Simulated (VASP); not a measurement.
A run of VASP 6.6.1:

The input INCAR:

```
PREC = Accurate
ENCUT = 600
EDIFF = 1E-6
ISMEAR = 0
SIGMA = 0.1
LREAL = F
LASPH = T
NELM = 120
ALGO = Normal
ISIF = 2
LWAVE = F
LCHARG = F
GGA = PE
NBANDS = 13
GGA_COMPAT = F
```

Contents of KPOINTS:

```
Automatic mesh
0
Gamma
  18 18 8
```

Contents of POSCAR:

```
AlSiN
1.0
    3.0550412467      0.0000000000      0.0000000000
   -1.5275206233      2.6457433292      0.0000000000
    0.0000000000      0.0000000000      6.8854939797
Al Si N
1 1 1
Direct
    0.6666666667      0.3333333333      0.5000000000
    0.0000000000      0.0000000000      0.0000000000
    0.3333333333      0.6666666667      0.5000000000
```

Potentials or basis: VASP PAW PBE potentials, release 64 (Al, Si, N).

The run is started by

```sh
$ cat potpaw_PBE.64/Al/POTCAR potpaw_PBE.64/Si/POTCAR potpaw_PBE.64/N/POTCAR > POTCAR
$ mpirun -np 1 vasp_std > vasp.out
```

Hardware: 1 thread of Intel Xeon 8259CL, with other jobs on the host.

Problem. How long does it take, and how much memory?

Solution. Run time: 3.2 min on 1 thread of Intel Xeon 8259CL, on a shared host, peak memory 0.31 GiB. Counts: scf iterations 14, k points 185.
